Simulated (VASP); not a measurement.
# TaN (P-6m2) in VASP: notebook, part 2 of 2

VASP 6.6.1. Earlier steps stand in the parts before.

### Step 3. Relaxation of cell and atoms, PBEsol

This run uses another cell than the first one, of 10.78 Å³/atom.

INCAR

```
SYSTEM = TaN
PREC = Accurate
ENCUT = 600
EDIFF = 1E-6
ISMEAR = -1
SIGMA = 0.08
LREAL = .FALSE.
LASPH = .TRUE.
NELM = 80
ALGO = Normal
ISIF = 3
LWAVE = .FALSE.
LCHARG = .FALSE.
GGA = PS
IBRION = 2
NSW = 100
EDIFFG = -0.002
```

KPOINTS

```
Automatic mesh
0
G
  15 15 14
  0 0 0
```

POSCAR

```
TaN
1.0
    2.9380000000      0.0000000000      0.0000000000
   -1.4690000000      2.5443826363      0.0000000000
    0.0000000000      0.0000000000      2.8830000000
Ta N
1 1
Direct
    0.0000000000      0.0000000000      0.5000000000
    0.6666666667      0.3333333333      0.0000000000
```

Potentials or basis: VASP PAW PBE potentials, release 64 (Ta_pv, N).

On the command line:

```
> cat potpaw_PBE.64/Ta_pv/POTCAR potpaw_PBE.64/N/POTCAR > POTCAR
> mpirun -np 1 vasp_std > vasp.out
```

OUTCAR:

```text
SYSTEM = TaN
   PREC = Accurate
   ENCUT = 600
   EDIFF = 1E-6
   ISMEAR = -1
   LREAL = .FALSE.
   LASPH = .TRUE.
   NELM = 80
   ISIF = 3
   GGA = PS
   IBRION = 2
   NSW = 100
   EDIFFG = -0.002

 ion  position               nearest neighbor table
   1  0.000  0.000  0.500-   2 2.23   2 2.23   2 2.23   2 2.23   2 2.23   2 2.23
   2  0.667  0.333  0.000-   1 2.23   1 2.23   1 2.23   1 2.23   1 2.23   1 2.23

  LATTYP: Found a hexagonal cell.
 ALAT       =     2.9380000000
 C/A-ratio  =     0.9812797822

  Lattice vectors:

 A1 = (   2.9380000000,   0.0000000000,   0.0000000000)
 A2 = (  -1.4690000000,   2.5443826363,   0.0000000000)
 A3 = (   0.0000000000,   0.0000000000,   2.8830000000)

Analysis of symmetry for initial positions (statically):
=====================================================================
 Subroutine PRICEL returns:
 Original cell was already a primitive cell.

 Routine SETGRP: Setting up the symmetry group for a
 hexagonal supercell.

 Subroutine GETGRP returns: Found 12 space group operations
 (whereof 12 operations were pure point group operations)
 out of a pool of 24 trial point group operations.

The static configuration has the point symmetry D_3h.

Analysis of symmetry for dynamics (positions and initial velocities):
=====================================================================
 Subroutine PRICEL returns:
 Original cell was already a primitive cell.

 Routine SETGRP: Setting up the symmetry group for a
 hexagonal supercell.

 Subroutine GETGRP returns: Found 12 space group operations
 (whereof 12 operations were pure point group operations)
 out of a pool of 24 trial point group operations.

The dynamic configuration has the point symmetry D_3h.

 Subroutine INISYM returns: Found 12 space group operations
 (whereof 12 operations are pure point group operations),
 and found     1 'primitive' translations

----------------------------------------------------------------------------------------

                                     Primitive cell

  volume of cell :      21.5516

  direct lattice vectors                    reciprocal lattice vectors
     2.938000000  0.000000000  0.000000000     0.340367597  0.196511324  0.000000000
    -1.469000000  2.544382636  0.000000000     0.000000000  0.393022648  0.000000000
     0.000000000  0.000000000  2.883000000     0.000000000  0.000000000  0.346860909

  length of vectors
     2.938000000  2.938000000  2.883000000     0.393022648  0.393022648  0.346860909

  position of ions in fractional coordinates (direct lattice)
     0.000000000  0.000000000  0.500000000
     0.666666667  0.333333333  0.000000000

  ion indices of the primitive-cell ions
   primitive index   ion index
                 1           1
                 2           2

----------------------------------------------------------------------------------------

 KPOINTS: Automatic mesh

Automatic generation of k-mesh.
 Grid dimensions read from file:
 generate k-points for:   15   15   14

[... 46 lines left out ...]
   number of dos      NEDOS =    301   number of ions     NIONS =      2
   total plane-waves  NPLWV =  13824
   dimension x,y,z NGX =    24 NGY =   24 NGZ =   24
   dimension x,y,z NGXF=    48 NGYF=   48 NGZF=   48
   ions per type =               1   1
   NGX,Y,Z   is equivalent  to a cutoff of  13.58, 13.58, 13.84 a.u.
   NGXF,Y,Z  is equivalent  to a cutoff of  27.16, 27.16, 27.68 a.u.
 SYSTEM =  TaN
   PREC   = accura    normal or accurate (medium, high low for compatibility)
   ISTART =      0    job   : 0-new  1-cont  2-samecut
   ICHARG =      2    charge: 1-file 2-atom 10-const
   ISPIN  =      1    spin polarized calculation?
   LNONCOLLINEAR =      F non collinear calculations
   LSORBIT =      F    spin-orbit coupling
   LASPH  =      T    aspherical Exc in radial PAW
   ENCUT  =  600.0 eV  44.10 Ry    6.64 a.u.   5.87  5.87  5.76*2*pi/ulx,y,z
   NELM   =     80;   NELMIN=  2; NELMDL= -5     # of ELM steps
   EDIFF  = 0.1E-05   stopping-criterion for ELM
   LREAL  =      F    real-space projection
   EDIFFG = -.2E-02   stopping-criterion for IOM
   NSW    =    100    number of steps for IOM
   IBRION =      2    ionic relax: 0-MD 1-quasi-New 2-CG
   NFREE  =      1    steps in history (QN), initial steepest desc. (CG)
   ISIF   =      3    stress and relaxation
   ISYM   =      2    0-nonsym 1-usesym 2-fastsym
   POTIM  = 0.5000    time-step for ionic-motion
   TEBEG  =    0.0;   TEEND  =   0.0 temperature during run
   PSTRESS=    0.0 pullay stress
   NELECT =      16.0000    total number of electrons
   NUPDOWN=      -1.0000    fix difference up-down
   EMIN   =  10.00;   EMAX   =-10.00  energy-range for DOS
   EFERMI =   0.00;   METHOD = LEGACY
   ISMEAR =    -1;   SIGMA  =   0.08  broadening in eV -4-tet -1-fermi 0-gaus
   EFERMI_NEDOS =   21; number of points for ismear=-14 and -15
   IALGO  =     38    algorithm
   IMIX   =      4    mixing-type and parameters
     AMIX     =   0.40;   BMIX     =  1.00
     AMIX_MAG =   1.60;   BMIX_MAG =  1.00
  volume/ion in A,a.u.               =      10.78        72.72
  Fermi-wavevector in a.u.,A,eV,Ry     =   1.482365  2.801264 29.897531  2.197407
  Thomas-Fermi vector in A             =   2.596160
   LORBIT       =      0    0 simple, 1 ext, 2 COOP (PROOUT), +10 PAW based schemes
   GGA     = PS    functional components
   LHFCALC =     F    Hartree Fock is set to
   AEXX    =    0.0000 exact exchange contribution
   IVDW    =     0    specifies the selected vdW correction
   LEPSILON=     F    determine dielectric tensor
   LRPA    =     F    only Hartree local field effects (RPA)
 conjugate gradient relaxation of ions
 non-spin polarized calculation
  energy-cutoff  :      600.00
  volume of cell :       21.55
 maximum number of plane-waves:       734
 NGX is ok and might be reduce to    24
   NGX = 11   NGY = 11   NGZ = 11

--------------------------------------- Ionic step        1  -------------------------------------------

 number of electron      16.0000001 magnetization

 Free energy of the ion-electron system (eV)
  ---------------------------------------------------
  ext. energy  EPLUGINS =         0.00000000
  ---------------------------------------------------
  free energy    TOTEN  =       -23.80580230 eV

  energy without entropy =      -23.80428713  energy(sigma->0) =      -23.80504471

------------------------ aborting loop because EDIFF is reached ----------------------------------------

  FORCE on cell =-STRESS in cart. coord.  units (eV):
  Direction    XX          YY          ZZ          XY          YZ          ZX
  --------------------------------------------------------------------------------------
  -------------------------------------------------------------------------------------
  Total       -0.5617507     -0.5617507     -0.5720881      0.0000000     -0.0000000      0.0000000
  in kB      -41.7614263    -41.7614263    -42.5299281      0.0000000     -0.0000000      0.0000000
  external PRESSURE =     -42.0175935 kB  Pullay stress =       0.0000000 kB
[... 239 lines left out ...]
--------------------------------------- Ionic step        8  -------------------------------------------

 number of electron      16.0000000 magnetization

 Free energy of the ion-electron system (eV)
  ---------------------------------------------------
  ext. energy  EPLUGINS =         0.00000000
  ---------------------------------------------------
  free energy    TOTEN  =       -23.80916486 eV

  energy without entropy =      -23.80765360  energy(sigma->0) =      -23.80840923

 E-fermi :   8.1997     XC(G=0): -13.5701

 val. band max:        8.1471995046   @ k =   0.0000   0.0000   0.4286
 cond. band min:       8.2680135789   @ k =   0.0667   0.0000   0.5000
 fundamental gap:      0.1208140743
 Fermi energy:         8.1996541968

 k-point     1 :       0.0000    0.0000    0.0000
  band No.  band energies     occupation
      1     -26.5297      2.00000
      2     -26.2548      2.00000
      3     -26.2548      2.00000
      4      -9.6106      2.00000
      5       3.6059      2.00000
      6       3.6059      2.00000
      7       3.9331      2.00000
      8       5.2892      2.00000
      9      10.5264      0.00000
     10      11.8661      0.00000
     11      11.8661      0.00000
     12      12.2628      0.00000
[... 331 lines left out ...]
 k-point    24 :       0.4000    0.2000    0.0000
  band No.  band energies     occupation
      1     -27.2173      2.00000
      2     -26.7429      2.00000
      3     -26.3659      2.00000
      4      -6.9883      2.00000
      5       0.2510      2.00000
      6       2.9876      2.00000
      7       3.0904      2.00000
      8       6.9827      2.00000
      9       9.7206      0.00000
     10      10.7851      0.00000
     11      11.6814      0.00000
     12      15.3118      0.00000

 [... further k-points ...]
[... 5 lines left out ...]
  --------------------------------------------------------------------------------------
  -------------------------------------------------------------------------------------
  Total       -0.0011933     -0.0011933     -0.0019701      0.0000000      0.0000000      0.0000000
  in kB       -0.0897653     -0.0897653     -0.1482034      0.0000000      0.0000000      0.0000000
  external PRESSURE =      -0.1092447 kB  Pullay stress =       0.0000000 kB
[... 17 lines left out ...]
  FREE ENERGIE OF THE ION-ELECTRON SYSTEM (eV)
  ---------------------------------------------------
  free  energy   TOTEN  =       -23.8091648610 eV

  energy  without entropy=      -23.8076535981  energy(sigma->0) =      -23.80840923

 reached required accuracy - stopping structural energy minimisation
```

OSZICAR:

```text
N       E                     dE             d eps       ncg     rms          rms(c)
DAV:   1     0.100743904521E+03    0.10074E+03   -0.10110E+04  5184   0.155E+03
DAV:   2    -0.218457628484E+02   -0.12259E+03   -0.11657E+03  5896   0.369E+02
DAV:   3    -0.260957697492E+02   -0.42500E+01   -0.41898E+01  6372   0.683E+01
DAV:   4    -0.261435111484E+02   -0.47741E-01   -0.47618E-01  5788   0.711E+00
[... 48 lines left out ...]
DAV:   4    -0.238091639446E+02    0.64782E-07   -0.48642E-08  2620   0.283E-03
   7 F= -.23809164E+02 E0= -.23808408E+02  d E =0.756024E-06
       N       E                     dE             d eps       ncg     rms          rms(c)
DAV:   1    -0.238091675167E+02   -0.35073E-05   -0.98230E-05  5308   0.133E-01    0.195E-02
DAV:   2    -0.238091653729E+02    0.21438E-05   -0.28263E-06  5128   0.198E-02    0.798E-03
DAV:   3    -0.238091648610E+02    0.51186E-06   -0.16900E-06  4244   0.154E-02
   8 F= -.23809165E+02 E0= -.23808409E+02  d E =-.160404E-06
```

CONTCAR:

```text
TaN
   1.00000000000000
     2.9257881374360233    0.0000000000000000    0.0000000000000000
    -1.4628940687180116    2.5338068530923046    0.0000000000000000
     0.0000000000000000    0.0000000000000000    2.8728915223201068
  Ta              N
     1     1
Direct
     0.0000000000000000    0.0000000000000000    0.5000000000000000
     0.6666666667000030    0.3333333332999970    0.0000000000000000

  0.00000000E+00  0.00000000E+00  0.00000000E+00
  0.00000000E+00  0.00000000E+00  0.00000000E+00
```

Run time: 1.8 min. Hardware: 1 thread of Intel Xeon 6975P-C (Granite Rapids), shared host; peak memory 0.21 GiB.

What came out:

```
Free energy                           : -23.8092 eV
Relaxed volume                        : 10.65 Å³/atom
Relaxed cell                          : a = 2.926 Å, b = 2.926 Å, c = 2.873 Å, α = 90.00°, β = 90.00°, γ = 120.00°
Space group after relaxing (to 0.1 Å) : P-6m2 (No. 187)
Energy gained by relaxing             : 1.7 meV/atom
Ionic steps                           : 8
Pressure after relaxing               : 0.0 GPa
Band gap on the k mesh                : zero (bands 8 and 9 overlap by 0.34 eV)
```

The path:
```csv
step,energy change (eV),largest force (eV/Å),pressure (GPa),volume (Å³)
1,0.0000,0.0000,-4.20,21.55
2,0.0181,0.0000,11.45,20.68
3,-0.0033,0.0000,-0.05,21.30
4,-0.0033,0.0000,0.03,21.30
5,-0.0034,0.0000,0.05,21.29
6,-0.0034,0.0000,0.04,21.29
7,-0.0034,0.0000,-0.07,21.30
8,-0.0034,0.0000,-0.01,21.30
```

Final structure:
```
Ta N
1.0
     2.92579    0.00000    0.00000
    -1.46289    2.53381    0.00000
     0.00000    0.00000    2.87289
Ta N
1 1
Cartesian
  0.0000 0.0000 1.4364
  1.4629 0.8446 0.0000
```

Caveat: the PAW data sets were made with another functional, which shifts forces and pressure a little; spin-orbit coupling is left out, which moves the levels of the heavy elements.

The gap in the log of VASP goes by the Fermi energy; the results here count the filled bands.